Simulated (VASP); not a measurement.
# Bi (P6_3/mmc) in VASP: a series of runs, part 2 of 2

VASP 6.6.1.

### 4 Single point, PBE (99.20 Å³/atom)

This run uses another cell than the first one.

Contents of INCAR:

```
SYSTEM = Bi
PREC = Accurate ; ENCUT = 520
EDIFF = 1E-7 ; ISMEAR = -1
SIGMA = 0.03 ; LREAL = .FALSE.
LASPH = .TRUE. ; NELM = 100
ALGO = Normal ; ISIF = 2
LWAVE = .FALSE. ; LCHARG = .TRUE.
GGA = PE ; LELF = .TRUE.
LVHAR = .TRUE. ; NBANDS = 22
```

Contents of KPOINTS:

```
Automatic mesh
0
G
  9 9 3
  0 0 0
```

Contents of POSCAR:

```
Bi
1.0
    4.4463416410      0.0000000000      0.0000000000
   -2.2231708206      3.8506448151      0.0000000000
    0.0000000000      0.0000000000     11.5875240800
Bi
2
Direct
    0.3333333333      0.6666666667      0.2500000000
    0.6666666667      0.3333333333      0.7500000000
```

Potentials or basis: VASP PAW PBE potentials, release 64 (Bi_d).

On the command line:

```bash
> cat potpaw_PBE.64/Bi_d/POTCAR > POTCAR
> mpirun -np 1 vasp_std > vasp.out
```

OUTCAR:

```text
SYSTEM = Bi
   PREC = Accurate
   ENCUT = 520
   EDIFF = 1E-7
   ISMEAR = -1
   LREAL = .FALSE.
   LASPH = .TRUE.
   NELM = 100
   ISIF = 2
   GGA = PE

 ion  position               nearest neighbor table
   1  0.333  0.667  0.250-
   2  0.667  0.333  0.750-

  LATTYP: Found a hexagonal cell.
 ALAT       =     4.4463416410
 C/A-ratio  =     2.6060804625

  Lattice vectors:

 A1 = (   4.4463416410,   0.0000000000,   0.0000000000)
 A2 = (  -2.2231708206,   3.8506448151,   0.0000000000)
 A3 = (   0.0000000000,   0.0000000000,  11.5875240800)

Analysis of symmetry for initial positions (statically):
=====================================================================
 Subroutine PRICEL returns:
 Original cell was already a primitive cell.

 Routine SETGRP: Setting up the symmetry group for a
 hexagonal supercell.

 Subroutine GETGRP returns: Found 24 space group operations
 (whereof 12 operations were pure point group operations)
 out of a pool of 24 trial point group operations.

The static configuration has the point symmetry D_3d.
 The point group associated with its full space group is D_6h.

Analysis of symmetry for dynamics (positions and initial velocities):
=====================================================================
 Subroutine PRICEL returns:
 Original cell was already a primitive cell.

 Routine SETGRP: Setting up the symmetry group for a
 hexagonal supercell.

 Subroutine GETGRP returns: Found 24 space group operations
 (whereof 12 operations were pure point group operations)
 out of a pool of 24 trial point group operations.

The dynamic configuration has the point symmetry D_3d.
 The point group associated with its full space group is D_6h.

 Subroutine INISYM returns: Found 24 space group operations
 (whereof 12 operations are pure point group operations),
 and found     1 'primitive' translations

----------------------------------------------------------------------------------------

                                     Primitive cell

  volume of cell :     198.3933

  direct lattice vectors                    reciprocal lattice vectors
     4.446341641  0.000000000  0.000000000     0.224903995  0.129848382  0.000000000
    -2.223170821  3.850644815  0.000000000     0.000000000  0.259696765  0.000000000
     0.000000000  0.000000000 11.587524080     0.000000000  0.000000000  0.086299713

  length of vectors
     4.446341641  4.446341641 11.587524080     0.259696765  0.259696765  0.086299713

  position of ions in fractional coordinates (direct lattice)
     0.333333333  0.666666667  0.250000000
     0.666666667  0.333333333  0.750000000

  ion indices of the primitive-cell ions
   primitive index   ion index
                 1           1
                 2           2

----------------------------------------------------------------------------------------

 KPOINTS: Automatic mesh

Automatic generation of k-mesh.
 Grid dimensions read from file:
 generate k-points for:    9    9    3

 Generating k-lattice:

  Cartesian coordinates                     Fractional coordinates (reciprocal lattice)
     0.024989333  0.014427598  0.000000000     0.111111111  0.000000000  0.000000000
     0.000000000  0.028855196  0.000000000     0.000000000  0.111111111  0.000000000
     0.000000000  0.000000000  0.028766571     0.000000000  0.000000000  0.333333333

  Length of vectors
     0.028855196  0.028855196  0.028766571

  Shift w.r.t. Gamma in fractional coordinates (k-lattice)
     0.000000000  0.000000000  0.000000000

 Subroutine IBZKPT returns following result:
 ===========================================

 Found     24 irreducible k-points:

 Following reciprocal coordinates:
            Coordinates               Weight
  0.000000  0.000000  0.000000      1.000000
  0.111111 -0.000000  0.000000      6.000000
  0.222222 -0.000000  0.000000      6.000000
  0.333333 -0.000000  0.000000      6.000000
  0.444444 -0.000000  0.000000      6.000000
  0.111111  0.111111  0.000000      6.000000
[... 16 lines left out ...]
  0.333333  0.222222  0.333333     24.000000
  0.333333  0.333333  0.333333      4.000000
   k-points           NKPTS =     24   k-points in BZ     NKDIM =     24   number of bands    NBANDS=     22
   number of dos      NEDOS =    301   number of ions     NIONS =      2
   total plane-waves  NPLWV = 116640
   dimension x,y,z NGX =    36 NGY =   36 NGZ =   90
   dimension x,y,z NGXF=    72 NGYF=   72 NGZF=  180
   ions per type =               2
   NGX,Y,Z   is equivalent  to a cutoff of  13.46, 13.46, 12.91 a.u.
   NGXF,Y,Z  is equivalent  to a cutoff of  26.92, 26.92, 25.82 a.u.
 SYSTEM =  Bi
   PREC   = accura    normal or accurate (medium, high low for compatibility)
   ISTART =      0    job   : 0-new  1-cont  2-samecut
   ICHARG =      2    charge: 1-file 2-atom 10-const
   ISPIN  =      1    spin polarized calculation?
   LNONCOLLINEAR =      F non collinear calculations
   LSORBIT =      F    spin-orbit coupling
   LASPH  =      T    aspherical Exc in radial PAW
   ENCUT  =  520.0 eV  38.22 Ry    6.18 a.u.   8.27  8.27 21.55*2*pi/ulx,y,z
   NELM   =    100;   NELMIN=  2; NELMDL= -5     # of ELM steps
   EDIFF  = 0.1E-06   stopping-criterion for ELM
   LREAL  =      F    real-space projection
   EDIFFG = 0.1E-05   stopping-criterion for IOM
   NSW    =      0    number of steps for IOM
   IBRION =     -1    ionic relax: 0-MD 1-quasi-New 2-CG
   NFREE  =      0    steps in history (QN), initial steepest desc. (CG)
   ISIF   =      2    stress and relaxation
   ISYM   =      2    0-nonsym 1-usesym 2-fastsym
   POTIM  = 0.5000    time-step for ionic-motion
   TEBEG  =    0.0;   TEEND  =   0.0 temperature during run
   PSTRESS=    0.0 pullay stress
   NELECT =      30.0000    total number of electrons
   NUPDOWN=      -1.0000    fix difference up-down
   EMIN   =  10.00;   EMAX   =-10.00  energy-range for DOS
   EFERMI =   0.00;   METHOD = LEGACY
   ISMEAR =    -1;   SIGMA  =   0.03  broadening in eV -4-tet -1-fermi 0-gaus
   EFERMI_NEDOS =   21; number of points for ismear=-14 and -15
   IALGO  =     38    algorithm
   IMIX   =      4    mixing-type and parameters
     AMIX     =   0.40;   BMIX     =  1.00
     AMIX_MAG =   1.60;   BMIX_MAG =  1.00
  volume/ion in A,a.u.               =      99.20       669.41
  Fermi-wavevector in a.u.,A,eV,Ry     =   0.872180  1.648182 10.349931  0.760698
  Thomas-Fermi vector in A             =   1.991393
   LORBIT       =      0    0 simple, 1 ext, 2 COOP (PROOUT), +10 PAW based schemes
   GGA     = PE    functional components
   LHFCALC =     F    Hartree Fock is set to
   AEXX    =    0.0000 exact exchange contribution
   IVDW    =     0    specifies the selected vdW correction
   LEPSILON=     F    determine dielectric tensor
   LRPA    =     F    only Hartree local field effects (RPA)
 non-spin polarized calculation
  energy-cutoff  :      520.00
  volume of cell :      198.39
 maximum number of plane-waves:      5368
 NGX is ok and might be reduce to    36
   NGX = 17   NGY = 17   NGZ = 43

 number of electron      30.0000006 magnetization

 Free energy of the ion-electron system (eV)
  ---------------------------------------------------
  ext. energy  EPLUGINS =         0.00000000
  ---------------------------------------------------
  free energy    TOTEN  =        -3.49258856 eV

  energy without entropy =       -3.47259695  energy(sigma->0) =       -3.48259276

 E-fermi :  -0.8126     XC(G=0):  -5.5087

 val. band max:       -0.8161798229   @ k =   0.3333   0.1111   0.3333
 cond. band min:      -0.8105538274   @ k =   0.3333  -0.0000   0.3333
 fundamental gap:      0.0056259954
 Fermi energy:        -0.8126036249

 k-point     1 :       0.0000    0.0000    0.0000
  band No.  band energies     occupation
      1     -23.6399      2.00000
      2     -23.6399      2.00000
      3     -23.6330      2.00000
      4     -23.6330      2.00000
      5     -23.6330      2.00000
      6     -23.6330      2.00000
[... 14 lines left out ...]
     21       5.0016      0.00000
     22       5.2686      0.00000
[... 552 lines left out ...]
  band No.  band energies     occupation
      1     -23.6352      2.00000
      2     -23.6352      2.00000
      3     -23.6352      2.00000
      4     -23.6352      2.00000
      5     -23.6345      2.00000
      6     -23.6345      2.00000
[... 14 lines left out ...]
     21       4.7841      0.00000
     22       5.3263      0.00000

------------------------ aborting loop because EDIFF is reached ----------------------------------------

  FORCE on cell =-STRESS in cart. coord.  units (eV):
  Direction    XX          YY          ZZ          XY          YZ          ZX
  --------------------------------------------------------------------------------------
  -------------------------------------------------------------------------------------
  Total       -6.4767507     -6.4767507     -0.5197100      0.0000000      0.0000000     -0.0000000
  in kB      -52.3047127    -52.3047127     -4.1970558      0.0000000      0.0000000     -0.0000000
  external PRESSURE =     -36.2688271 kB  Pullay stress =       0.0000000 kB

 VOLUME and BASIS-vectors are now :
 -----------------------------------------------------------------------------
  energy-cutoff  :      520.00
  volume of cell :      198.39
      direct lattice vectors                 reciprocal lattice vectors
     4.446341641  0.000000000  0.000000000     0.224903995  0.129848382  0.000000000
    -2.223170821  3.850644815  0.000000000     0.000000000  0.259696765  0.000000000
     0.000000000  0.000000000 11.587524080     0.000000000  0.000000000  0.086299713

 POSITION                                       TOTAL-FORCE (eV/Angst)
 -----------------------------------------------------------------------------------
     -0.00000      2.56710      2.89688         0.000000      0.000000      0.000000
      2.22317      1.28355      8.69064        -0.000000     -0.000000      0.000000
 -----------------------------------------------------------------------------------
    total drift:                                0.000000     -0.000000      0.000000

  FREE ENERGIE OF THE ION-ELECTRON SYSTEM (eV)
  ---------------------------------------------------
  free  energy   TOTEN  =        -3.4925885598 eV

  energy  without entropy=       -3.4725969510  energy(sigma->0) =       -3.48259276
```

OSZICAR:

```text
N       E                     dE             d eps       ncg     rms          rms(c)
DAV:   1     0.268066048010E+03    0.26807E+03   -0.14452E+04  1096   0.118E+03
DAV:   2     0.170317547984E+02   -0.25103E+03   -0.24697E+03  1158   0.325E+02
DAV:   3    -0.283049891676E+01   -0.19862E+02   -0.19667E+02  1272   0.119E+02
DAV:   4    -0.347748818031E+01   -0.64699E+00   -0.64471E+00  1320   0.241E+01
DAV:   5    -0.350198111783E+01   -0.24493E-01   -0.24491E-01  1514   0.432E+00    0.806E-01
DAV:   6    -0.348944743365E+01    0.12534E-01   -0.35397E-02  1252   0.143E+00    0.513E-01
DAV:   7    -0.349120003183E+01   -0.17526E-02   -0.40660E-02  1230   0.127E+00    0.130E-01
DAV:   8    -0.349227961792E+01   -0.10796E-02   -0.32618E-03  1146   0.685E-01    0.502E-02
DAV:   9    -0.349249246819E+01   -0.21285E-03   -0.19257E-04  1294   0.887E-02    0.264E-02
DAV:  10    -0.349258289787E+01   -0.90430E-04   -0.94038E-05  1252   0.427E-02    0.330E-03
DAV:  11    -0.349258743641E+01   -0.45385E-05   -0.42398E-06  1218   0.158E-02    0.170E-03
DAV:  12    -0.349258848496E+01   -0.10485E-05   -0.21334E-06  1110   0.996E-03    0.638E-04
DAV:  13    -0.349258855977E+01   -0.74814E-07   -0.99118E-08   972   0.227E-03
   1 F= -.34925886E+01 E0= -.34825928E+01  d E =-.199916E-01
```

stdout:

```text
POSCAR found type information on POSCAR Bi
 POSCAR found :  1 types and       2 ions
 scaLAPACK will be used
 LDA part: xc-table for (Slater+PW92), standard interpolation
 POSCAR, INCAR and KPOINTS ok, starting setup
 FFT: planning ... GRIDC
 FFT: planning ... GRID_SOFT
 FFT: planning ... GRID
 WAVECAR not read
 entering main loop
```

Wall time 2.4 min (1 thread of Intel Xeon 8259CL, shared host); peak memory 0.35 GiB.

What came out:

```yaml
Free_energy: -3.4926 eV
Pressure: -3.6 GPa
Band_gap_on_the_k_mesh: zero (bands 15 and 16 overlap by 2.36 eV)
```

Stress tensor (GPa, compression positive):
```
-5.23  0.00  0.00
 0.00 -5.23  0.00
 0.00  0.00 -0.42
```

Caveat: the cell stands under tension; spin-orbit coupling is left out, which moves the levels of the heavy elements.
